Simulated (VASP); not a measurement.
# NaCl in VASP: settings compared, part 2 of 2

VASP 6.6.1. The steps go on from the part before.

### 6 Single point, r2SCAN

This run uses another cell than the first one, of 26.88 Å³/atom.

The input, POSCAR:

```
NaCl
1.0
    4.7210750178      0.0000000000      0.0000000000
   -2.3605375089      4.0885708986      0.0000000000
    0.0000000000      0.0000000000      5.5694823948
Na Cl
2 2
Direct
    0.3333333333      0.6666666667     -0.0624973391
    0.6666666667      0.3333333333      0.4375026609
    0.3333333333      0.6666666667      0.4374973391
    0.6666666667      0.3333333333      0.9374973391
```

The input, INCAR.step1:

```
SYSTEM = NaCl
PREC = Accurate
ENCUT = 520
ISMEAR = 0
SIGMA = 0.01
LREAL = .False.
LASPH = .True.
NELM = 100
NBANDS = 22
GGA = PE
ALGO = Normal
EDIFF = 1E-4
LWAVE = .True.
LCHARG = .False.
```

The input, INCAR.step2:

```
SYSTEM = NaCl
PREC = Accurate
ENCUT = 520
EDIFF = 1E-6
ISMEAR = 0
SIGMA = 0.01
LREAL = .False.
LASPH = .True.
NELM = 100
ALGO = Normal
ISIF = 2
LWAVE = .False.
LCHARG = .False.
METAGGA = R2SCAN
LMIXTAU = .True.
NBANDS = 22
ISTART = 1
```

The input, KPOINTS:

```
Automatic mesh
0
Gamma
  6 6 4
  0 0 0
```

Potentials or basis: VASP PAW PBE potentials, release 64 (Na_pv, Cl).

On the command line:

```
cat potpaw_PBE.64/Na_pv/POTCAR potpaw_PBE.64/Cl/POTCAR > POTCAR
cp INCAR.step1 INCAR
mpirun -np 1 vasp_std > vasp.out
cp INCAR.step2 INCAR
mpirun -np 1 vasp_std > vasp.out
```

OUTCAR:

```text
SYSTEM = NaCl
   PREC = Accurate
   ENCUT = 520
   EDIFF = 1E-6
   ISMEAR = 0
   LREAL = .False.
   LASPH = .True.
   NELM = 100
   ISIF = 2
   METAGGA = R2SCAN
   ISTART = 1

 ion  position               nearest neighbor table
   1  0.333  0.667  0.938-   4 2.73   4 2.73   4 2.73
   2  0.667  0.333  0.438-   3 2.73   3 2.73   3 2.73
   3  0.333  0.667  0.437-   2 2.73   2 2.73   2 2.73
   4  0.667  0.333  0.937-   1 2.73   1 2.73   1 2.73

  LATTYP: Found a hexagonal cell.
 ALAT       =     4.7210750178
 C/A-ratio  =     1.1797063961

  Lattice vectors:

 A1 = (   4.7210750178,   0.0000000000,   0.0000000000)
 A2 = (  -2.3605375089,   4.0885708986,   0.0000000000)
 A3 = (   0.0000000000,   0.0000000000,   5.5694823948)

Analysis of symmetry for initial positions (statically):
=====================================================================
 Subroutine PRICEL returns:
 Original cell was already a primitive cell.

 Routine SETGRP: Setting up the symmetry group for a
 hexagonal supercell.

 Subroutine GETGRP returns: Found 12 space group operations
 (whereof  6 operations were pure point group operations)
 out of a pool of 24 trial point group operations.

The static configuration has the point symmetry C_3v.
 The point group associated with its full space group is C_6v.

Analysis of symmetry for dynamics (positions and initial velocities):
=====================================================================
 Subroutine PRICEL returns:
 Original cell was already a primitive cell.

 Routine SETGRP: Setting up the symmetry group for a
 hexagonal supercell.

 Subroutine GETGRP returns: Found 12 space group operations
 (whereof  6 operations were pure point group operations)
 out of a pool of 24 trial point group operations.

The dynamic configuration has the point symmetry C_3v.
 The point group associated with its full space group is C_6v.

 Subroutine INISYM returns: Found 12 space group operations
 (whereof  6 operations are pure point group operations),
 and found     1 'primitive' translations

----------------------------------------------------------------------------------------

                                     Primitive cell

  volume of cell :     107.5047

  direct lattice vectors                    reciprocal lattice vectors
     4.721075018  0.000000000  0.000000000     0.211816164  0.122292119  0.000000000
    -2.360537509  4.088570899  0.000000000     0.000000000  0.244584239  0.000000000
     0.000000000  0.000000000  5.569482395     0.000000000  0.000000000  0.179549899

  length of vectors
     4.721075018  4.721075018  5.569482395     0.244584239  0.244584239  0.179549899

  position of ions in fractional coordinates (direct lattice)
     0.333333333  0.666666667  0.937502661
     0.666666667  0.333333333  0.437502661
     0.333333333  0.666666667  0.437497339
     0.666666667  0.333333333  0.937497339

  ion indices of the primitive-cell ions
   primitive index   ion index
                 1           1
                 2           2
                 3           3
                 4           4

----------------------------------------------------------------------------------------

 KPOINTS: Automatic mesh

Automatic generation of k-mesh.
 Grid dimensions read from file:
 generate k-points for:    6    6    4

 Generating k-lattice:

  Cartesian coordinates                     Fractional coordinates (reciprocal lattice)
     0.035302694  0.020382020  0.000000000     0.166666667  0.000000000  0.000000000
     0.000000000  0.040764040  0.000000000     0.000000000  0.166666667  0.000000000
     0.000000000  0.000000000  0.044887475     0.000000000  0.000000000  0.250000000

  Length of vectors
     0.040764040  0.040764040  0.044887475

  Shift w.r.t. Gamma in fractional coordinates (k-lattice)
     0.000000000  0.000000000  0.000000000

 Subroutine IBZKPT returns following result:
 ===========================================

 Found     21 irreducible k-points:

 Following reciprocal coordinates:
            Coordinates               Weight
  0.000000  0.000000  0.000000      1.000000
  0.166667  0.000000  0.000000      6.000000
  0.333333  0.000000  0.000000      6.000000
  0.500000 -0.000000  0.000000      3.000000
  0.166667  0.166667  0.000000      6.000000
  0.333333  0.166667  0.000000     12.000000
[... 13 lines left out ...]
  0.333333  0.166667  0.500000     12.000000
  0.333333  0.333333  0.500000      2.000000
   k-points           NKPTS =     21   k-points in BZ     NKDIM =     21   number of bands    NBANDS=     22
   number of dos      NEDOS =    301   number of ions     NIONS =      4
   total plane-waves  NPLWV =  54432
   dimension x,y,z NGX =    36 NGY =   36 NGZ =   42
   dimension x,y,z NGXF=    72 NGYF=   72 NGZF=   84
   ions per type =               2   2
   NGX,Y,Z   is equivalent  to a cutoff of  12.68, 12.68, 12.54 a.u.
   NGXF,Y,Z  is equivalent  to a cutoff of  25.35, 25.35, 25.07 a.u.
 SYSTEM =  NaCl
   PREC   = accura    normal or accurate (medium, high low for compatibility)
   ISTART =      1    job   : 0-new  1-cont  2-samecut
   ICHARG =      0    charge: 1-file 2-atom 10-const
   ISPIN  =      1    spin polarized calculation?
   LNONCOLLINEAR =      F non collinear calculations
   LSORBIT =      F    spin-orbit coupling
   LASPH  =      T    aspherical Exc in radial PAW
   ENCUT  =  520.0 eV  38.22 Ry    6.18 a.u.   8.78  8.78 10.36*2*pi/ulx,y,z
   NELM   =    100;   NELMIN=  2; NELMDL=  0     # of ELM steps
   EDIFF  = 0.1E-05   stopping-criterion for ELM
   LREAL  =      F    real-space projection
   EDIFFG = 0.1E-04   stopping-criterion for IOM
   NSW    =      0    number of steps for IOM
   IBRION =     -1    ionic relax: 0-MD 1-quasi-New 2-CG
   NFREE  =      0    steps in history (QN), initial steepest desc. (CG)
   ISIF   =      2    stress and relaxation
   ISYM   =      2    0-nonsym 1-usesym 2-fastsym
   POTIM  = 0.5000    time-step for ionic-motion
   TEBEG  =    0.0;   TEEND  =   0.0 temperature during run
   PSTRESS=    0.0 pullay stress
   NELECT =      28.0000    total number of electrons
   NUPDOWN=      -1.0000    fix difference up-down
   EMIN   =  10.00;   EMAX   =-10.00  energy-range for DOS
   EFERMI =   0.00;   METHOD = LEGACY
   ISMEAR =     0;   SIGMA  =   0.01  broadening in eV -4-tet -1-fermi 0-gaus
   EFERMI_NEDOS =   21; number of points for ismear=-14 and -15
   IALGO  =     38    algorithm
   IMIX   =      4    mixing-type and parameters
     AMIX     =   0.40;   BMIX     =  1.00
     AMIX_MAG =   1.60;   BMIX_MAG =  1.00
  volume/ion in A,a.u.               =      26.88       181.37
  Fermi-wavevector in a.u.,A,eV,Ry     =   1.045486  1.975683 14.871739  1.093042
  Thomas-Fermi vector in A             =   2.180284
   LORBIT       =      0    0 simple, 1 ext, 2 COOP (PROOUT), +10 PAW based schemes
   METAGGA = R2SCAN    functional components
   LHFCALC =     F    Hartree Fock is set to
   AEXX    =    0.0000 exact exchange contribution
   IVDW    =     0    specifies the selected vdW correction
   LEPSILON=     F    determine dielectric tensor
   LRPA    =     F    only Hartree local field effects (RPA)
 non-spin polarized calculation
 Gauss-broadening in eV      SIGMA  =   0.01
  energy-cutoff  :      520.00
  volume of cell :      107.50
 maximum number of plane-waves:      2955
 NGX is ok and might be reduce to    36
   NGX = 17   NGY = 17   NGZ = 21

 number of electron      28.0000020 magnetization

 Free energy of the ion-electron system (eV)
  ---------------------------------------------------
  ext. energy  EPLUGINS =         0.00000000
  ---------------------------------------------------
  free energy    TOTEN  =       -27.33977315 eV

  energy without entropy =      -27.33977315  energy(sigma->0) =      -27.33977315

 E-fermi :  -2.0391     XC(G=0):  -7.6502

 val. band max:       -2.1067490174   @ k =   0.0000   0.0000   0.0000
 cond. band min:       3.3667936507   @ k =   0.0000   0.0000   0.0000
 fundamental gap:      5.4735426680
 Fermi energy:        -2.0390545620

 k-point     1 :       0.0000    0.0000    0.0000
  band No.  band energies     occupation
      1     -23.6807      2.00000
      2     -23.6804      2.00000
      3     -23.6800      2.00000
      4     -23.6733      2.00000
      5     -23.6730      2.00000
      6     -23.6609      2.00000
[... 499 lines left out ...]
      6     -23.6645      2.00000
[... 14 lines left out ...]
     21      10.6603      0.00000
     22      10.6603      0.00000

------------------------ aborting loop because EDIFF is reached ----------------------------------------

  FORCE on cell =-STRESS in cart. coord.  units (eV):
  Direction    XX          YY          ZZ          XY          YZ          ZX
  --------------------------------------------------------------------------------------
  -------------------------------------------------------------------------------------
  Total       -0.1019447     -0.1019447     -0.1078495      0.0000000      0.0000000      0.0000000
  in kB       -1.5193160     -1.5193160     -1.6073174      0.0000000      0.0000000      0.0000000
  external PRESSURE =      -1.5486498 kB  Pullay stress =       0.0000000 kB

 VOLUME and BASIS-vectors are now :
 -----------------------------------------------------------------------------
  energy-cutoff  :      520.00
  volume of cell :      107.50
      direct lattice vectors                 reciprocal lattice vectors
     4.721075018  0.000000000  0.000000000     0.211816164  0.122292119  0.000000000
    -2.360537509  4.088570899  0.000000000     0.000000000  0.244584239  0.000000000
     0.000000000  0.000000000  5.569482395     0.000000000  0.000000000  0.179549899

 POSITION                                       TOTAL-FORCE (eV/Angst)
 -----------------------------------------------------------------------------------
     -0.00000      2.72571      5.22140         0.000000     -0.000000      0.011280
      2.36054      1.36286      2.43666        -0.000000      0.000000      0.011280
     -0.00000      2.72571      2.43663        -0.000000      0.000000     -0.011280
      2.36054      1.36286      5.22137        -0.000000     -0.000000     -0.011280
 -----------------------------------------------------------------------------------
    total drift:                               -0.000000     -0.000000      0.052374

  FREE ENERGIE OF THE ION-ELECTRON SYSTEM (eV)
  ---------------------------------------------------
  free  energy   TOTEN  =       -27.3397731530 eV

  energy  without entropy=      -27.3397731530  energy(sigma->0) =      -27.33977315
```

Run time: 74 s. Hardware: 1 thread of Intel Xeon 6975P-C (Granite Rapids), shared host; peak memory 0.23 GiB.

Results:

```yaml
Free_energy: -27.3398 eV
Pressure: -0.2 GPa
Largest_force: 0.011 eV/Å
Band_gap_on_the_k_mesh: 5.47 eV
```

Forces in eV/Å, atoms in the order of the input:
```
Na   0.000  0.000  0.011
Na   0.000  0.000  0.011
Cl   0.000  0.000 -0.011
Cl   0.000  0.000 -0.011
```

Caveat: the PAW data sets were made with another functional, which shifts forces and pressure a little.

### 7 Summary

```tsv
level	cell	k mesh	gap on the mesh (eV)	pressure (GPa)	largest force (eV/Å)
PBE	a = 4.874, b = 4.874, c = 5.769 Å, angles 90.0, 90.0, 120.0°, 4 atoms	6 × 6 × 4	4.61	-1.0	-
PBE	a = 4.721, b = 4.721, c = 5.569 Å, angles 90.0, 90.0, 120.0°, 4 atoms	6 × 6 × 6	4.84	0.8	-
r2SCAN	a = 4.625, b = 4.625, c = 5.456 Å, angles 90.0, 90.0, 120.0°, 4 atoms	6 × 6 × 4	5.61	1.3	-
r2SCAN	a = 4.673, b = 4.673, c = 5.513 Å, angles 90.0, 90.0, 120.0°, 4 atoms	6 × 6 × 4	5.54	0.5	0.01
r2SCAN	a = 4.721, b = 4.721, c = 5.569 Å, angles 90.0, 90.0, 120.0°, 4 atoms	6 × 6 × 4	5.47	-0.2	0.01
```

Alike in all rows: task single point; potentials or basis VASP PAW PBE potentials, release 64 (Na_pv, Cl); no spin polarisation; cutoff (eV) 520; smearing gaussian 0.01 eV.

Caveats: the PAW data sets were made with another functional, which shifts forces and pressure a little (at least some runs).

Total energies depend on the potentials used, so only differences within one code and one set of settings carry meaning.
